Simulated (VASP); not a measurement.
# TiSi (Cmmm) in VASP: single point with PBEsol

Aim: the single point of TiSi with PBEsol.

Everything below comes from runs of VASP 6.6.1. Logs are shortened: lines on timing, memory, paths and dates and some standing lists are left out, and cuts for length are marked.

## Step 1: The cell of the first run

Symmetry: Cmmm, No. 65, orthorhombic system. Conventional cell: a = 3.884 Å, b = 4.452 Å, c = 3.268 Å, α = 90.00°, β = 90.00°, γ = 90.00°. Within 3.3 Å of Ti (site symmetry mmm) lie 8 Si at 2.54 to 2.76 Å and 6 Ti at 2.95 to 3.27 Å. Within 3.3 Å of Si (site symmetry mmm) lie 8 Ti at 2.54 to 2.76 Å and 6 Si at 2.95 to 3.27 Å.

## Step 2: Single point, PBEsol

Contents of INCAR:

```
PREC = Accurate
ENCUT = 520
EDIFF = 1E-6
ISMEAR = 0
SIGMA = 0.15
LREAL = F
LASPH = T
NELM = 100
ALGO = Normal
ISIF = 2
LWAVE = F
LCHARG = F
GGA = PS
NBANDS = 15
```

Contents of KPOINTS:

```
regular mesh
0
Gamma
  24 24 18
```

Contents of POSCAR:

```
TiSi
1.0
    1.9418670963     -2.2258408722      0.0000000000
    1.9418670963      2.2258408722      0.0000000000
    0.0000000000      0.0000000000      3.2684536421
Ti Si
1 1
Direct
    0.5000000000      0.5000000000      0.0000000000
    0.0000000000      0.0000000000      0.5000000000
```

Potentials or basis: VASP PAW PBE potentials, release 64 (Ti_sv, Si).

Run with:

```bash
$ cat potpaw_PBE.64/Ti_sv/POTCAR potpaw_PBE.64/Si/POTCAR > POTCAR
$ mpirun -np 1 vasp_std > vasp.out
```

OUTCAR:

```text
PREC = Accurate
   ENCUT = 520
   EDIFF = 1E-6
   ISMEAR = 0
   LREAL = F
   LASPH = T
   NELM = 100
   ISIF = 2
   GGA = PS

 ion  position               nearest neighbor table
   1  0.500  0.500  0.000-   2 2.54   2 2.54   2 2.54   2 2.54   2 2.76   2 2.76   2 2.76   2 2.76

   2  0.000  0.000  0.500-   1 2.54   1 2.54   1 2.54   1 2.54   1 2.76   1 2.76   1 2.76   1 2.76

  LATTYP: Found a base centered orthorhombic cell.
 ALAT       =     3.8837341926
 B/A-ratio  =     1.1462374930
 C/A-ratio  =     0.8415750100

  Lattice vectors:

 A1 = (   1.9418670963,  -2.2258408722,   0.0000000000)
 A2 = (   1.9418670963,   2.2258408722,   0.0000000000)
 A3 = (   0.0000000000,   0.0000000000,   3.2684536421)

Analysis of symmetry for initial positions (statically):
=====================================================================
 Subroutine PRICEL returns:
 Original cell was already a primitive cell.

 Routine SETGRP: Setting up the symmetry group for a
 base centered orthorhombic supercell.

 Subroutine GETGRP returns: Found  8 space group operations
 (whereof  8 operations were pure point group operations)
 out of a pool of  8 trial point group operations.

The static configuration has the point symmetry D_2h.

Analysis of symmetry for dynamics (positions and initial velocities):
=====================================================================
 Subroutine PRICEL returns:
 Original cell was already a primitive cell.

 Routine SETGRP: Setting up the symmetry group for a
 base centered orthorhombic supercell.

 Subroutine GETGRP returns: Found  8 space group operations
 (whereof  8 operations were pure point group operations)
 out of a pool of  8 trial point group operations.

The dynamic configuration has the point symmetry D_2h.

 Subroutine INISYM returns: Found  8 space group operations
 (whereof  8 operations are pure point group operations),
 and found     1 'primitive' translations

----------------------------------------------------------------------------------------

                                     Primitive cell

  volume of cell :      28.2544

  direct lattice vectors                    reciprocal lattice vectors
     1.941867096 -2.225840872  0.000000000     0.257484151 -0.224634207  0.000000000
     1.941867096  2.225840872  0.000000000     0.257484151  0.224634207  0.000000000
     0.000000000  0.000000000  3.268453642     0.000000000  0.000000000  0.305955081

  length of vectors
     2.953847560  2.953847560  3.268453642     0.341699598  0.341699598  0.305955081

  position of ions in fractional coordinates (direct lattice)
     0.500000000  0.500000000  0.000000000
     0.000000000  0.000000000  0.500000000

  ion indices of the primitive-cell ions
   primitive index   ion index
                 1           1
                 2           2

----------------------------------------------------------------------------------------

 KPOINTS: regular mesh

Automatic generation of k-mesh.
 Grid dimensions read from file:
 generate k-points for:   24   24   18

 Generating k-lattice:

  Cartesian coordinates                     Fractional coordinates (reciprocal lattice)
     0.010728506 -0.009359759  0.000000000     0.041666667  0.000000000  0.000000000
     0.010728506  0.009359759  0.000000000     0.000000000  0.041666667  0.000000000
     0.000000000  0.000000000  0.016997505     0.000000000  0.000000000  0.055555556

  Length of vectors
     0.014237483  0.014237483  0.016997505

  Shift w.r.t. Gamma in fractional coordinates (k-lattice)
     0.000000000  0.000000000  0.000000000

 Subroutine IBZKPT returns following result:
 ===========================================

 Found   1570 irreducible k-points:

 Following reciprocal coordinates:
            Coordinates               Weight
  0.000000  0.000000  0.000000      1.000000
  0.041667 -0.000000  0.000000      4.000000
  0.083333  0.000000  0.000000      4.000000
  0.125000 -0.000000  0.000000      4.000000
  0.166667  0.000000  0.000000      4.000000
  0.208333 -0.000000  0.000000      4.000000
[... 16 lines left out ...]
  0.416667  0.041667  0.000000      4.000000
  0.458333  0.041667  0.000000      4.000000
 [... further k-points ...]
   k-points           NKPTS =   1570   k-points in BZ     NKDIM =   1570   number of bands    NBANDS=     15
   number of dos      NEDOS =    301   number of ions     NIONS =      2
   total plane-waves  NPLWV =  13824
   dimension x,y,z NGX =    24 NGY =   24 NGZ =   24
   dimension x,y,z NGXF=    48 NGYF=   48 NGZF=   48
   ions per type =               1   1
   NGX,Y,Z   is equivalent  to a cutoff of  13.51, 13.51, 12.21 a.u.
   NGXF,Y,Z  is equivalent  to a cutoff of  27.01, 27.01, 24.41 a.u.
 SYSTEM =  unknown system
   PREC   = accura    normal or accurate (medium, high low for compatibility)
   ISTART =      0    job   : 0-new  1-cont  2-samecut
   ICHARG =      2    charge: 1-file 2-atom 10-const
   ISPIN  =      1    spin polarized calculation?
   LNONCOLLINEAR =      F non collinear calculations
   LSORBIT =      F    spin-orbit coupling
   LASPH  =      T    aspherical Exc in radial PAW
   ENCUT  =  520.0 eV  38.22 Ry    6.18 a.u.   5.49  5.49  6.08*2*pi/ulx,y,z
   NELM   =    100;   NELMIN=  2; NELMDL= -5     # of ELM steps
   EDIFF  = 0.1E-05   stopping-criterion for ELM
   LREAL  =      F    real-space projection
   EDIFFG = 0.1E-04   stopping-criterion for IOM
   NSW    =      0    number of steps for IOM
   IBRION =     -1    ionic relax: 0-MD 1-quasi-New 2-CG
   NFREE  =      0    steps in history (QN), initial steepest desc. (CG)
   ISIF   =      2    stress and relaxation
   ISYM   =      2    0-nonsym 1-usesym 2-fastsym
   POTIM  = 0.5000    time-step for ionic-motion
   TEBEG  =    0.0;   TEEND  =   0.0 temperature during run
   PSTRESS=    0.0 pullay stress
   NELECT =      16.0000    total number of electrons
   NUPDOWN=      -1.0000    fix difference up-down
   EMIN   =  10.00;   EMAX   =-10.00  energy-range for DOS
   EFERMI =   0.00;   METHOD = LEGACY
   ISMEAR =     0;   SIGMA  =   0.15  broadening in eV -4-tet -1-fermi 0-gaus
   EFERMI_NEDOS =   21; number of points for ismear=-14 and -15
   IALGO  =     38    algorithm
   IMIX   =      4    mixing-type and parameters
     AMIX     =   0.40;   BMIX     =  1.00
     AMIX_MAG =   1.60;   BMIX_MAG =  1.00
  volume/ion in A,a.u.               =      14.13        95.34
  Fermi-wavevector in a.u.,A,eV,Ry     =   1.354418  2.559480 24.959197  1.834449
  Thomas-Fermi vector in A             =   2.481592
   LORBIT       =      0    0 simple, 1 ext, 2 COOP (PROOUT), +10 PAW based schemes
   GGA     = PS    functional components
   LHFCALC =     F    Hartree Fock is set to
   AEXX    =    0.0000 exact exchange contribution
   IVDW    =     0    specifies the selected vdW correction
   LEPSILON=     F    determine dielectric tensor
   LRPA    =     F    only Hartree local field effects (RPA)
 non-spin polarized calculation
 Gauss-broadening in eV      SIGMA  =   0.15
  energy-cutoff  :      520.00
  volume of cell :       28.25
 maximum number of plane-waves:       779
 NGX is ok and might be reduce to    24
   NGX = 11   NGY = 11   NGZ = 13

 number of electron      16.0000004 magnetization

 Free energy of the ion-electron system (eV)
  ---------------------------------------------------
  ext. energy  EPLUGINS =         0.00000000
  ---------------------------------------------------
  free energy    TOTEN  =       -15.06172652 eV

  energy without entropy =      -15.04675269  energy(sigma->0) =      -15.05423960

 E-fermi :  10.3358     XC(G=0): -11.9948

 val. band max:       10.3357467750   @ k =   0.2500   0.1250   0.4444
 cond. band min:      10.3361759769   @ k =  -0.4583   0.2083   0.0556
 fundamental gap:      0.0004292019
 Fermi energy:        10.3357905676

 k-point     1 :       0.0000    0.0000    0.0000
  band No.  band energies     occupation
      1     -45.9692      2.00000
      2     -22.3465      2.00000
      3     -22.2303      2.00000
      4     -22.1560      2.00000
      5      -1.2116      2.00000
      6       8.4156      2.00000
      7       8.9247      2.00000
      8      11.4640      0.00000
      9      12.0080      0.00000
     10      12.6527      0.00000
     11      12.6793      0.00000
     12      13.9443      0.00000
     13      14.4223      0.00000
     14      19.0989      0.00000
     15      19.3655      0.00000

 k-point     2 :       0.0417   -0.0000    0.0000
  band No.  band energies     occupation
      1     -45.9685      2.00000
      2     -22.3458      2.00000
      3     -22.2332      2.00000
      4     -22.1590      2.00000
      5      -1.1797      2.00000
      6       8.4268      2.00000
      7       8.9085      2.00000
      8      11.2726      0.00000
      9      12.1658      0.00000
     10      12.5656      0.00000
     11      12.7356      0.00000
     12      13.8799      0.00000
     13      14.4670      0.00000
     14      19.0751      0.00000
     15      19.4585      0.00000

 k-point     3 :       0.0833    0.0000    0.0000
  band No.  band energies     occupation
      1     -45.9666      2.00000
      2     -22.3439      2.00000
      3     -22.2433      2.00000
      4     -22.1660      2.00000
      5      -1.0845      2.00000
      6       8.4496      2.00000
      7       8.8585      2.00000
      8      10.9432      0.00000
      9      12.3494      0.00000
     10      12.3584      0.00000
     11      12.9500      0.00000
     12      13.6295      0.00000
     13      14.6712      0.00000
     14      18.9969      0.00000
     15      19.6627      0.00000
[... 343 lines left out ...]
 k-point    23 :       0.4167    0.0417    0.0000
  band No.  band energies     occupation
      1     -45.9325      2.00000
      2     -22.5323      2.00000
      3     -22.3090      2.00000
      4     -22.1731      2.00000
      5       1.7118      2.00000
      6       4.6808      2.00000
      7       9.0115      2.00000
      8       9.3513      2.00000
      9      11.1160      0.00000
     10      12.5847      0.00000
     11      14.0337      0.00000
     12      16.3798      0.00000
     13      17.2160      0.00000
     14      17.3188      0.00000
     15      19.5790      0.00000

 k-point    24 :       0.4583    0.0417    0.0000
  band No.  band energies     occupation
      1     -45.9306      2.00000
      2     -22.5493      2.00000
      3     -22.3070      2.00000
      4     -22.1717      2.00000
      5       2.1080      2.00000
      6       4.1924      2.00000
      7       8.9547      2.00000
      8       9.4139      2.00000
      9      11.0592      0.00000
     10      12.6027      0.00000
     11      14.2172      0.00000
     12      16.2781      0.00000
     13      17.6786      0.00000
     14      17.8219      0.00000
     15      18.8624      0.00000

 [... further k-points ...]
[... 5 lines left out ...]
  --------------------------------------------------------------------------------------
  -------------------------------------------------------------------------------------
  Total       -0.7657859      0.8021378      2.6203534      0.0000000      0.0000000      0.0000000
  in kB      -43.4242193     45.4855664    148.5882630      0.0000000      0.0000000      0.0000000
  external PRESSURE =      50.2165367 kB  Pullay stress =       0.0000000 kB

 VOLUME and BASIS-vectors are now :
 -----------------------------------------------------------------------------
  energy-cutoff  :      520.00
  volume of cell :       28.25
      direct lattice vectors                 reciprocal lattice vectors
     1.941867096 -2.225840872  0.000000000     0.257484151 -0.224634207  0.000000000
     1.941867096  2.225840872  0.000000000     0.257484151  0.224634207  0.000000000
     0.000000000  0.000000000  3.268453642     0.000000000  0.000000000  0.305955081

 POSITION                                       TOTAL-FORCE (eV/Angst)
 -----------------------------------------------------------------------------------
      1.94187      0.00000      0.00000        -0.000000      0.000000      0.000000
      0.00000      0.00000      1.63423         0.000000     -0.000000      0.000000
 -----------------------------------------------------------------------------------
    total drift:                               -0.000000     -0.000000     -0.000000

  FREE ENERGIE OF THE ION-ELECTRON SYSTEM (eV)
  ---------------------------------------------------
  free  energy   TOTEN  =       -15.0617265158 eV

  energy  without entropy=      -15.0467526906  energy(sigma->0) =      -15.05423960
```

Run time: 13 min. Hardware: 1 thread of Intel Xeon 8259CL, shared host; peak memory 0.71 GiB.

Results:

```
Free energy            : -15.0617 eV
Pressure               : 5.0 GPa
Band gap on the k mesh : zero (bands 8 and 9 overlap by 1.62 eV)
```

Levels at points of the mesh, in eV from the Fermi level:
```
           k point  band 4  band 5  band 6  band 7  band 8  band 9  band 10  band 11  band 12  band 13
(0.00, 0.00, 0.00)  -32.49  -11.55   -1.92   -1.41    1.13    1.67     2.32     2.34     3.61     4.09
(0.50, 0.00, 0.00)  -32.50   -8.10   -6.35   -1.41   -0.87    0.72     2.34     3.95     5.88     7.93
(0.50, 0.50, 0.00)  -32.61   -6.98   -3.95   -2.18   -1.51    0.15     0.24     3.63     3.98     4.64
(0.00, 0.00, 0.50)  -32.48   -9.16   -6.41   -0.61   -0.49    0.82     2.34     2.79     6.42     7.56
(0.50, 0.00, 0.50)  -32.49   -7.76   -3.90   -3.07   -1.67    1.10     1.18     2.96     4.41     5.43
(0.50, 0.50, 0.50)  -32.74   -4.86   -4.30   -4.01   -3.27    2.39     3.09     3.10     3.68     4.64
```

Caveat: the stress differs along the axes, from -4 to 15 GPa; the PAW data sets were made with another functional, which shifts forces and pressure a little.
